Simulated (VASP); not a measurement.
# Ti (P6_3/mmc) in VASP: notebook, part 2 of 2

VASP 6.6.1. The steps go on from the part before.

### Step 3. Electric field gradients, LDA (volume scaled by 1.05)

Input file INCAR:

```
PREC     = Accurate       # precision mode
ENCUT    = 520            # plane-wave cutoff, eV
EDIFF    = 1E-8           # SCF threshold, eV
ISMEAR   = -1             # smearing method
SIGMA    = 0.05           # smearing width, eV
LREAL    = F              # projectors in reciprocal space
LASPH    = T              # aspherical terms in the spheres
NELM     = 80             # most SCF steps
ALGO     = Normal         # electronic algorithm
ISIF     = 2              # what is computed and relaxed
LWAVE    = F              # write WAVECAR
LCHARG   = F              # write CHGCAR
GGA      = CA             # functional
LEFG     = T            
NBANDS   = 19             # bands
```

Input file KPOINTS:

```
Automatic mesh
0
Gamma
  13 13 7
```

Input file POSCAR:

```
Ti
1.0
    2.9838672312      0.0000000000      0.0000000000
   -1.4919336156      2.5841048237      0.0000000000
    0.0000000000      0.0000000000      4.7169492834
Ti
2
Direct
    0.3333333333      0.6666666667      0.2500000000
    0.6666666667      0.3333333333      0.7500000000
```

Potentials or basis: VASP PAW LDA potentials, release 64 (Ti_sv).

On the command line:

```console
$ cat potpaw_LDA.64/Ti_sv/POTCAR > POTCAR
$ mpirun -np 1 vasp_std > vasp.out
```

OUTCAR:

```text
PREC = Accurate
   ENCUT = 520
   EDIFF = 1E-8
   ISMEAR = -1
   LREAL = F
   LASPH = T
   NELM = 80
   ISIF = 2
   GGA = CA

 ion  position               nearest neighbor table
   1  0.333  0.667  0.250-   2 2.92   2 2.92   2 2.92   2 2.92   2 2.92   2 2.92
   2  0.667  0.333  0.750-   1 2.92   1 2.92   1 2.92   1 2.92   1 2.92   1 2.92

  LATTYP: Found a hexagonal cell.
 ALAT       =     2.9838672312
 C/A-ratio  =     1.5808174151

  Lattice vectors:

 A1 = (   2.9838672312,   0.0000000000,   0.0000000000)
 A2 = (  -1.4919336156,   2.5841048237,   0.0000000000)
 A3 = (   0.0000000000,   0.0000000000,   4.7169492834)

Analysis of symmetry for initial positions (statically):
=====================================================================
 Subroutine PRICEL returns:
 Original cell was already a primitive cell.

 Routine SETGRP: Setting up the symmetry group for a
 hexagonal supercell.

 Subroutine GETGRP returns: Found 24 space group operations
 (whereof 12 operations were pure point group operations)
 out of a pool of 24 trial point group operations.

The static configuration has the point symmetry D_3d.
 The point group associated with its full space group is D_6h.

Analysis of symmetry for dynamics (positions and initial velocities):
=====================================================================
 Subroutine PRICEL returns:
 Original cell was already a primitive cell.

 Routine SETGRP: Setting up the symmetry group for a
 hexagonal supercell.

 Subroutine GETGRP returns: Found 24 space group operations
 (whereof 12 operations were pure point group operations)
 out of a pool of 24 trial point group operations.
[... 158 lines left out ...]
  band No.  band energies     occupation
      1     -48.6244      2.00000
      2     -48.5034      2.00000
      3     -25.5589      2.00000
      4     -24.9814      2.00000
      5     -24.9814      2.00000
      6     -24.9254      2.00000
[... 505 lines left out ...]
      6     -25.0052      2.00000
[... 11 lines left out ...]
     18       9.2805      0.00000
     19      10.6838      0.00000

 [... further k-points ...]

------------------------ aborting loop because EDIFF is reached ----------------------------------------

  FORCE on cell =-STRESS in cart. coord.  units (eV):
  Direction    XX          YY          ZZ          XY          YZ          ZX
  --------------------------------------------------------------------------------------
  -------------------------------------------------------------------------------------
  Total       -2.8096849     -2.8096849     -2.8464090      0.0000000     -0.0000000     -0.0000000
  in kB     -123.7705635   -123.7705635   -125.3883105      0.0000000     -0.0000000     -0.0000000
  external PRESSURE =    -124.3098125 kB  Pullay stress =       0.0000000 kB

 VOLUME and BASIS-vectors are now :
 -----------------------------------------------------------------------------
  energy-cutoff  :      520.00
  volume of cell :       36.37
      direct lattice vectors                 reciprocal lattice vectors
     2.983867231  0.000000000  0.000000000     0.335135555  0.193490603  0.000000000
    -1.491933616  2.584104824  0.000000000     0.000000000  0.386981206  0.000000000
     0.000000000  0.000000000  4.716949283     0.000000000  0.000000000  0.212001431

 POSITION                                       TOTAL-FORCE (eV/Angst)
 -----------------------------------------------------------------------------------
     -0.00000      1.72274      1.17924         0.000000     -0.000000      0.000000
      1.49193      0.86137      3.53771        -0.000000      0.000000      0.000000
 -----------------------------------------------------------------------------------
    total drift:                               -0.000000      0.000000     -0.000000

  FREE ENERGIE OF THE ION-ELECTRON SYSTEM (eV)
  ---------------------------------------------------
  free  energy   TOTEN  =       -16.9299048872 eV

  energy  without entropy=      -16.9100371022  energy(sigma->0) =      -16.91997099

 Electric field gradients (V/A^2)
---------------------------------------------------------------------
 ion       V_xx      V_yy      V_zz      V_xy      V_xz      V_yz
---------------------------------------------------------------------
   1      -8.393    -8.394    16.787    -0.001     0.000    -0.000
   2      -8.393    -8.394    16.787    -0.001    -0.000     0.000
---------------------------------------------------------------------

 Electric field gradients after diagonalization (V/A^2)
 (convention: |V_zz| > |V_xx| > |V_yy|)
----------------------------------------------------------------------
 ion       V_xx      V_yy      V_zz     asymmetry (V_yy - V_xx)/ V_zz
----------------------------------------------------------------------
   1      -8.395    -8.393    16.787       0.000
   2      -8.395    -8.393    16.787       0.000
----------------------------------------------------------------------

           NMR quadrupolar parameters

 Cq : quadrupolar parameter    Cq=e*Q*V_zz/h
 eta: asymmetry parameters     (V_yy - V_xx)/ V_zz
 Q  : nuclear electric quadrupole moment in mb (millibarn)
----------------------------------------------------------------------
 ion       Cq(MHz)       eta       Q (mb)
----------------------------------------------------------------------
   1       0.041       0.000       1.000
   2       0.041       0.000       1.000
----------------------------------------------------------------------
```

OSZICAR:

```text
N       E                     dE             d eps       ncg     rms          rms(c)
DAV:   1     0.259500703456E+03    0.25950E+03   -0.13051E+04  3192   0.156E+03
DAV:   2     0.103726060242E+02   -0.24913E+03   -0.24549E+03  3279   0.437E+02
DAV:   3    -0.180023607505E+02   -0.28375E+02   -0.28083E+02  5948   0.121E+02
DAV:   4    -0.191877356664E+02   -0.11854E+01   -0.11838E+01  3682   0.259E+01
DAV:   5    -0.192479300218E+02   -0.60194E-01   -0.60182E-01  4819   0.410E+00    0.112E+01
DAV:   6    -0.169479430128E+02    0.23000E+01   -0.87466E+00  3714   0.281E+01    0.260E+00
DAV:   7    -0.169227009790E+02    0.25242E-01   -0.64798E-01  4728   0.522E+00    0.194E+00
DAV:   8    -0.169360098291E+02   -0.13309E-01   -0.17882E-01  3515   0.512E+00    0.606E-01
DAV:   9    -0.169294745954E+02    0.65352E-02   -0.37631E-02  3696   0.196E+00    0.691E-02
DAV:  10    -0.169298650198E+02   -0.39042E-03   -0.26438E-03  4649   0.287E-01    0.854E-02
DAV:  11    -0.169299127511E+02   -0.47731E-04   -0.12815E-04  3742   0.799E-02    0.394E-02
DAV:  12    -0.169299051519E+02    0.75992E-05   -0.31018E-05  3651   0.499E-02    0.712E-03
DAV:  13    -0.169299046265E+02    0.52537E-06   -0.25139E-06  3870   0.136E-02    0.211E-03
DAV:  14    -0.169299048634E+02   -0.23695E-06   -0.22519E-07  3565   0.351E-03    0.458E-04
DAV:  15    -0.169299048932E+02   -0.29755E-07   -0.39884E-08  3296   0.116E-03    0.108E-04
DAV:  16    -0.169299048872E+02    0.60022E-08   -0.13335E-09  1758   0.349E-04
   1 F= -.16929905E+02 E0= -.16919971E+02  d E =-.198678E-01
```

stdout:

```text
POSCAR found type information on POSCAR Ti
 POSCAR found :  1 types and       2 ions
 scaLAPACK will be used
 LDA part: xc-table for (Slater(with rela. corr.)+CA(PZ))
 , standard interpolation
 POSCAR, INCAR and KPOINTS ok, starting setup
 FFT: planning ... GRIDC
 FFT: planning ... GRID_SOFT
 FFT: planning ... GRID
 WAVECAR not read
 entering main loop
ion   1

ion   2
```

Run time: 23 s. Hardware: 1 thread of Intel Xeon Platinum 8559C (Emerald Rapids), shared host; peak memory 0.16 GiB.

What came out:

```
Free energy            : -16.9299 eV
Pressure               : -12.4 GPa
Band gap on the k mesh : zero (band 12 reaches 8.33 eV, above the bottom of band 13 at 7.30 eV)
```

Stress tensor (GPa, compression positive):
```
-12.38   0.00   0.00
  0.00 -12.38   0.00
  0.00   0.00 -12.54
```

Electric field gradients, principal values (V/Å²):
```
atom   least  middle  greatest (by size)
1 Ti  -8.393  -8.395              16.787
2 Ti  -8.393  -8.395              16.787
```

Caveat: without QUAD_EFG the Cq values of the log hold for a quadrupole moment of 1 mb, not for the nuclei.
